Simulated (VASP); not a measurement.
Input of a VASP 6.6.1 run:

INCAR

```
SYSTEM = Al
PREC = Accurate
ENCUT = 520
EDIFF = 1E-6
ISMEAR = -1
SIGMA = 0.05
LREAL = .False.
LASPH = .True.
NELM = 80
ALGO = Fast
ISIF = 2
LWAVE = .False.
LCHARG = .True.
GGA = PE
LELF = .True.
LVHAR = .True.
NBANDS = 14
```

KPOINTS

```
Automatic mesh
0
Gamma
  11 11 3
  0 0 0
```

POSCAR

```
Al
1.0
    2.8270770242      0.0000000000      0.0000000000
   -1.4135385121      2.4483205214      0.0000000000
    0.0000000000      0.0000000000      9.1859930700
Al
4
Direct
    0.6512710000      0.3181030000      0.7537220000
   -0.0068000000     -0.0034860000      0.4941930000
    0.3462790000      0.6774530000      0.2479860000
   -0.0057360000     -0.0001190000     -0.0007300000
```

Potentials or basis: VASP PAW PBE potentials, release 64 (Al).

The run is started by

```console
$ cat potpaw_PBE.64/Al/POTCAR > POTCAR
$ mpirun -np 1 vasp_std > vasp.out
```

Q: Predict the pressure.

A: 3.7 GPa.

Q: What does it give for the band gap on the k mesh?

A: Zero (bands 6 and 7 overlap by 5.95 eV).

Forces in eV/Å, atoms in the order of the input:
```
Al   0.013  0.045 -0.334
Al   0.024  0.011  0.313
Al  -0.057 -0.049 -0.033
Al   0.020 -0.006  0.053
```

Caveat: the cell differs from its parent crystal (atoms moved at random); the cell stands under pressure.
